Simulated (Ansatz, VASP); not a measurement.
**Two plane-wave programs on SiC**

File INCAR:

```
  ALGO = Normal
  DIPOL = 0.5 0.5 0.500
  EDIFF = 1E-7
  EDIFFG = -0.01
  ENCUT = 520
  IBRION = 2
  IDIPOL = 3
  ISIF = 2
  ISMEAR = -1
  LASPH = T
  LCHARG = F
  LDIPOL = T
  LREAL = F
  LWAVE = F
  NELM = 100
  NSW = 60
  PREC = Accurate
  SIGMA = 0.02
```

Contents of KPOINTS:

```
k-points
0
Gamma
  8 5 1
```

Contents of POSCAR:

```
SiC
1.0
    3.0563831055      0.0000000000      0.0000000000
    0.0000000000      5.0156571925      0.0000000000
    0.0000000000      0.0000000000     19.5292000000
Si C
4 4
Direct
    0.0000000000      0.5620912680      0.4096428112
    0.5000000000      0.0620912680      0.4548214059
    0.5000000000      0.5620912680      0.5451785941
    0.0000000000      0.0620912680      0.5903571888
    0.0000000000      0.9379087320      0.4096428112
    0.5000000000      0.4379087320      0.4548214059
    0.5000000000      0.9379087320      0.5451785941
    0.0000000000      0.4379087320      0.5903571888
```

Input for Ansatz:

```yaml
crystal:
  lattice:
    - [3.0563831055, 0.0, 0.0]
    - [0.0, 5.0156571925, 0.0]
    - [0.0, 0.0, 19.5292]
  atoms:
    - { symbol: Si, position: [0.0, 0.562091268, 0.4096428112] }
    - { symbol: C, position: [0.0, 0.937908732, 0.4096428112] }
    - { symbol: Si, position: [0.5, 0.062091268, 0.4548214059] }
    - { symbol: C, position: [0.5, 0.437908732, 0.4548214059] }
    - { symbol: Si, position: [0.5, 0.562091268, 0.5451785941] }
    - { symbol: C, position: [0.5, 0.937908732, 0.5451785941] }
    - { symbol: Si, position: [0.0, 0.062091268, 0.5903571888] }
    - { symbol: C, position: [0.0, 0.437908732, 0.5903571888] }
kpoints:
  mp_grid: { grid: [8, 5, 1] }
scf:
  occupations: { method: fermi_dirac, width: 0.02 }
hamiltonian:
  xc: lda
  pseudopotentials: { kind: paw }
output:
  forces: true
  stress: true
  eigenvalues: true
  write_density: true
  write_potential: true
  elf: true
  volumetric_format: npy
relax:
  f_tol: 0.01
  max_steps: 40
efield:
  axis: 3
  amplitude: 0
  dipole_correction: true
```

Alike in both runs: task relaxation of the atoms; functional LDA; k mesh 8 × 5 × 1; occupations fermi-dirac, width 0.02 eV; no spin polarisation.

|  | VASP | Ansatz |
| --- | --- | --- |
| version | VASP 6.6.1 | Ansatz 0.2.0 |
| potentials or method | VASP PAW LDA potentials, release 64 (Si, C) | PAW with Ansatz's default frozen-core files, scalar-relativistic |
| plane-wave cutoff (eV) | 520 | 420 |
| valence electrons in the cell | 32 | 32 |

|  | VASP | Ansatz | Ansatz less VASP |
| --- | --- | --- | --- |
| gap on the k mesh at the Fermi level, each at its own relaxed structure (eV) | 1.26 | 1.28 | +0.018 |

LDA's correlation is that of Perdew and Zunger in VASP and of Perdew and Wang (1992) in Ansatz. Ansatz's warnings: stress scf threshold loose, xc potential rough in thin density.
